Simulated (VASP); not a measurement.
# PtSe2 in VASP: further runs

PtSe2 is run at these levels: LDA, PBE; tasks: single point.

All numbers are computed with VASP 6.6.1; they aren't measurements. Logs are shortened: lines on timing, memory, paths and dates and some standing lists are left out, and cuts for length are marked.

## (1) The cell of the first run

The cell holds a sheet with vacuum, 18 atoms: a = 3.727 Å, b = 3.727 Å, c = 46.020 Å, α = 90.00°, β = 90.00°, γ = 120.00°.

## (2) Single point, LDA

INCAR

```
ALGO = Normal
DIPOL = 0.5 0.5 0.500
EDIFF = 1E-6
ENCUT = 520
IDIPOL = 3
ISIF = 2
ISMEAR = 0
LASPH = T
LCHARG = F
LDIPOL = T
LREAL = Auto
LWAVE = F
NBANDS = 81
NELM = 80
PREC = Accurate
SIGMA = 0.01
```

KPOINTS

```
k-points
0
Gamma
  10 10 1
```

POSCAR

```
PtSe2
1.0
    3.7270000000      0.0000000000      0.0000000000
   -1.8635000000      3.2276766799      0.0000000000
    0.0000000000      0.0000000000     46.0200000000
Se Pt
12 6
Direct
    0.6666666667      0.3333333333      0.1955671447
    0.3333333333      0.6666666667      0.2524989135
    0.6666666667      0.3333333333      0.3059539331
    0.3333333333      0.6666666667      0.3628857019
    0.6666666667      0.3333333333      0.4163407214
    0.3333333333      0.6666666667      0.4732724902
    0.6666666667      0.3333333333      0.5267275098
    0.3333333333      0.6666666667      0.5836592786
    0.6666666667      0.3333333333      0.6371142981
    0.3333333333      0.6666666667      0.6940460669
    0.6666666667      0.3333333333      0.7475010865
    0.3333333333      0.6666666667      0.8044328553
    0.0000000000      0.0000000000      0.2240330291
    0.0000000000      0.0000000000      0.3344198175
    0.0000000000      0.0000000000      0.4448066058
    0.0000000000      0.0000000000      0.5551933942
    0.0000000000      0.0000000000      0.6655801825
    0.0000000000      0.0000000000      0.7759669709
```

Potentials or basis: VASP PAW LDA potentials, release 64 (Se, Pt).

Started as:

```
$ cat potpaw_LDA.64/Se/POTCAR potpaw_LDA.64/Pt/POTCAR > POTCAR
$ mpirun -np 1 vasp_std > vasp.out
```

OUTCAR:

```text
EDIFF = 1E-6
   ENCUT = 520
   ISIF = 2
   ISMEAR = 0
   LASPH = T
   LREAL = Auto
   NELM = 80
   PREC = Accurate

 ion  position               nearest neighbor table
   1  0.667  0.333  0.196-  13 2.52  13 2.52  13 2.52
   2  0.333  0.667  0.252-  13 2.52  13 2.52  13 2.52
   3  0.667  0.333  0.306-  14 2.52  14 2.52  14 2.52
   4  0.333  0.667  0.363-  14 2.52  14 2.52  14 2.52
   5  0.667  0.333  0.416-  15 2.52  15 2.52  15 2.52
   6  0.333  0.667  0.473-  15 2.52  15 2.52  15 2.52
   7  0.667  0.333  0.527-  16 2.52  16 2.52  16 2.52
   8  0.333  0.667  0.584-  16 2.52  16 2.52  16 2.52
   9  0.667  0.333  0.637-  17 2.52  17 2.52  17 2.52
  10  0.333  0.667  0.694-  17 2.52  17 2.52  17 2.52
  11  0.667  0.333  0.748-  18 2.52  18 2.52  18 2.52
  12  0.333  0.667  0.804-  18 2.52  18 2.52  18 2.52
  13  0.000  0.000  0.224-   1 2.52   2 2.52   2 2.52   1 2.52   1 2.52   2 2.52
  14  0.000  0.000  0.334-   3 2.52   4 2.52   4 2.52   3 2.52   3 2.52   4 2.52
  15  0.000  0.000  0.445-   5 2.52   6 2.52   5 2.52   6 2.52   5 2.52   6 2.52
  16  0.000  0.000  0.555-   8 2.52   7 2.52   8 2.52   7 2.52   8 2.52   7 2.52
  17  0.000  0.000  0.666-   9 2.52  10 2.52  10 2.52   9 2.52   9 2.52  10 2.52
  18  0.000  0.000  0.776-  11 2.52  12 2.52  12 2.52  11 2.52  11 2.52  12 2.52

  LATTYP: Found a hexagonal cell.
 ALAT       =     3.7270000000
 C/A-ratio  =    12.3477327609

  Lattice vectors:

 A1 = (   3.7270000000,   0.0000000000,   0.0000000000)
 A2 = (  -1.8635000000,   3.2276766799,   0.0000000000)
 A3 = (   0.0000000000,   0.0000000000,  46.0200000000)

Analysis of symmetry for initial positions (statically):
=====================================================================
 Subroutine PRICEL returns:
 Original cell was already a primitive cell.

 Routine SETGRP: Setting up the symmetry group for a
 hexagonal supercell.

 Subroutine GETGRP returns: Found 12 space group operations
 (whereof 12 operations were pure point group operations)
 out of a pool of 24 trial point group operations.

The static configuration has the point symmetry D_3d.

Analysis of symmetry for dynamics (positions and initial velocities):
=====================================================================
 Subroutine PRICEL returns:
 Original cell was already a primitive cell.

 Routine SETGRP: Setting up the symmetry group for a
 hexagonal supercell.

 Subroutine GETGRP returns: Found 12 space group operations
 (whereof 12 operations were pure point group operations)
 out of a pool of 24 trial point group operations.

The dynamic configuration has the point symmetry D_3d.

[... 132 lines left out ...]
   EMIN   =  10.00;   EMAX   =-10.00  energy-range for DOS
   EFERMI =   0.00;   METHOD = LEGACY
   ISMEAR =     0;   SIGMA  =   0.01  broadening in eV -4-tet -1-fermi 0-gaus
   EFERMI_NEDOS =   21; number of points for ismear=-14 and -15
   IALGO  =     38    algorithm
   IMIX   =      4    mixing-type and parameters
     AMIX     =   0.40;   BMIX     =  1.00
     AMIX_MAG =   1.60;   BMIX_MAG =  1.00
  volume/ion in A,a.u.               =      30.76       207.55
  Fermi-wavevector in a.u.,A,eV,Ry     =   1.015159  1.918373 14.021458  1.030548
  Thomas-Fermi vector in A             =   2.148429
   LORBIT       =      0    0 simple, 1 ext, 2 COOP (PROOUT), +10 PAW based schemes
   GGA     = CA    functional components
   LHFCALC =     F    Hartree Fock is set to
   AEXX    =    0.0000 exact exchange contribution
   IVDW    =     0    specifies the selected vdW correction
   LEPSILON=     F    determine dielectric tensor
   LRPA    =     F    only Hartree local field effects (RPA)
 non-spin polarized calculation
 Gauss-broadening in eV      SIGMA  =   0.01
  energy-cutoff  :      520.00
  volume of cell :      553.60
 maximum number of plane-waves:     14966
 NGX is ok and might be reduce to    28
   NGX = 13   NGY = 13   NGZ =171

 number of electron     131.9999988 magnetization

 dipolmoment           0.000000      0.000000     -0.000000 electrons x Angstroem

 Free energy of the ion-electron system (eV)
  ---------------------------------------------------
  ext. energy  EPLUGINS =         0.00000000
  ---------------------------------------------------
  free energy    TOTEN  =      -102.02556862 eV

  energy without entropy =     -102.02535662  energy(sigma->0) =     -102.02546262

 E-fermi :   2.5061     XC(G=0):  -7.5193

 val. band max:        2.4347446104   @ k =   0.1000   0.0000   0.0000
 cond. band min:       2.5129532525   @ k =   0.3000   0.3000   0.0000
 fundamental gap:      0.0782086421
 Fermi energy:         2.5061125490

 k-point     1 :       0.0000    0.0000    0.0000
  band No.  band energies     occupation
      1     -13.0071      2.00000
      2     -12.9131      2.00000
      3     -12.7801      2.00000
      4     -12.6161      2.00000
      5     -12.4450      2.00000
      6     -12.3587      2.00000
[... 1123 lines left out ...]
     77       4.3403      0.00000
     78       4.4452      0.00000
 [bands above 78 left out]

------------------------ aborting loop because EDIFF is reached ----------------------------------------

 vacuum level on the upper side and lower side of the slab       (xc-potential included)        -0.006        -0.006

  FORCE on cell =-STRESS in cart. coord.  units (eV):
  Direction    XX          YY          ZZ          XY          YZ          ZX
  --------------------------------------------------------------------------------------
  -------------------------------------------------------------------------------------
  Total       -6.8937016     -6.8937016     -9.7853819     -0.0000000      0.0000000      0.0000000
  in kB      -19.9511085    -19.9511085    -28.3199401     -0.0000000      0.0000000      0.0000000
  external PRESSURE =     -22.7407190 kB  Pullay stress =       0.0000000 kB

 VOLUME and BASIS-vectors are now :
 -----------------------------------------------------------------------------
  energy-cutoff  :      520.00
  volume of cell :      553.60
      direct lattice vectors                 reciprocal lattice vectors
     3.727000000  0.000000000  0.000000000     0.268312316  0.154910188  0.000000000
    -1.863500000  3.227676680  0.000000000     0.000000000  0.309820375  0.000000000
     0.000000000  0.000000000 46.020000000     0.000000000  0.000000000  0.021729683

 POSITION                                       TOTAL-FORCE (eV/Angst)
 -----------------------------------------------------------------------------------
      1.86350      1.07589      9.00000        -0.000000     -0.000000      0.409881
     -0.00000      2.15178     11.62000         0.000000     -0.000000     -0.483503
      1.86350      1.07589     14.08000         0.000000      0.000000      0.336982
     -0.00000      2.15178     16.70000        -0.000000     -0.000000     -0.329790
      1.86350      1.07589     19.16000        -0.000000      0.000000      0.321134
     -0.00000      2.15178     21.78000        -0.000000     -0.000000     -0.312567
[... 10 lines left out ...]
      0.00000      0.00000     30.63000         0.000000     -0.000000     -0.012484
      0.00000      0.00000     35.71000         0.000000      0.000000     -0.202878
 -----------------------------------------------------------------------------------
    total drift:                               -0.000000     -0.000000     -0.000000

  FREE ENERGIE OF THE ION-ELECTRON SYSTEM (eV)
  ---------------------------------------------------
  free  energy   TOTEN  =      -102.0255686245 eV

  energy  without entropy=     -102.0253566189  energy(sigma->0) =     -102.02546262

 vacuum level on the upper side and lower side of the slab         7.545         7.545
```

stdout:

```text
POSCAR found type information on POSCAR SePt
 POSCAR found :  2 types and      18 ions
 scaLAPACK will be used
 LDA part: xc-table for (Slater(with rela. corr.)+CA(PZ))
 , standard interpolation
 POSCAR, INCAR and KPOINTS ok, starting setup
 FFT: planning ... GRIDC
 FFT: planning ... GRID_SOFT
 FFT: planning ... GRID
 WAVECAR not read
 entering main loop
```

It took 15 min on 1 thread of Intel Xeon 6975P-C (Granite Rapids), shared host; peak memory 0.64 GiB.

Results:

```
Free energy            : -102.0256 eV
Largest force          : 0.484 eV/Å
Band gap on the k mesh : zero (bands 66 and 67 overlap by 0.43 eV)
```

Forces on the atoms (eV/Å):
```
Se   0.000  0.000  0.410
Se   0.000  0.000 -0.484
Se   0.000  0.000  0.337
Se   0.000  0.000 -0.330
Se   0.000  0.000  0.321
Se   0.000  0.000 -0.313
Se   0.000  0.000  0.313
Se   0.000  0.000 -0.321
Se   0.000  0.000  0.330
Se   0.000  0.000 -0.337
Se   0.000  0.000  0.484
Se   0.000  0.000 -0.410
Pt   0.000  0.000  0.203
Pt   0.000  0.000  0.012
Pt   0.000  0.000  0.013
Pt   0.000  0.000 -0.013
Pt   0.000  0.000 -0.012
Pt   0.000  0.000 -0.203
```

Caveat: spin-orbit coupling is left out, which moves the levels of the heavy elements.

## (3) Single point, PBE

INCAR

```
PREC = Accurate ; ENCUT = 520
EDIFF = 1E-6 ; ISMEAR = 0
SIGMA = 0.01 ; LREAL = Auto
LASPH = T ; NELM = 80
ALGO = Normal ; ISIF = 2
LWAVE = F ; LCHARG = F
LDIPOL = T ; IDIPOL = 3
DIPOL = 0.5 0.5 0.500 ; GGA = PE
NBANDS = 81
```

KPOINTS

```
regular mesh
0
Gamma
  10 10 1
```

POSCAR is that of step 2.

Potentials or basis: VASP PAW PBE potentials, release 64 (Se, Pt).

Started as:

```
$ cat potpaw_PBE.64/Se/POTCAR potpaw_PBE.64/Pt/POTCAR > POTCAR
$ mpirun -np 1 vasp_std > vasp.out
```

It took 13 min on 1 thread of Intel Xeon 6975P-C (Granite Rapids), shared host; peak memory 0.79 GiB.

Results (log left out):

| Item | Value |
| --- | --- |
| Free energy | -85.3921 eV |
| Largest force | 0.243 eV/Å |
| Band gap on the k mesh | zero (bands 66 and 67 overlap by 0.37 eV) |

Forces on the atoms (eV/Å):
```
Se   0.000  0.000 -0.243
Se   0.000  0.000 -0.142
Se   0.000  0.000  0.004
Se   0.000  0.000  0.004
Se   0.000  0.000 -0.012
Se   0.000  0.000  0.022
Se   0.000  0.000 -0.022
Se   0.000  0.000  0.012
Se   0.000  0.000 -0.004
Se   0.000  0.000 -0.004
Se   0.000  0.000  0.142
Se   0.000  0.000  0.243
Pt   0.000  0.000  0.164
Pt   0.000  0.000  0.011
Pt   0.000  0.000  0.013
Pt   0.000  0.000 -0.013
Pt   0.000  0.000 -0.011
Pt   0.000  0.000 -0.164
```

Levels at points of the mesh, in eV from the Fermi level:
```
           k point  band 63  band 64  band 65  band 66  band 67  band 68  band 69  band 70
(0.00, 0.00, 0.00)    -1.00    -0.66    -0.12     0.29     1.33     1.33     1.49     1.49
(0.50, 0.00, 0.00)    -2.49    -2.09    -1.72    -1.47     0.62     0.87     0.88     1.10
```

Caveat: spin-orbit coupling is left out, which moves the levels of the heavy elements.
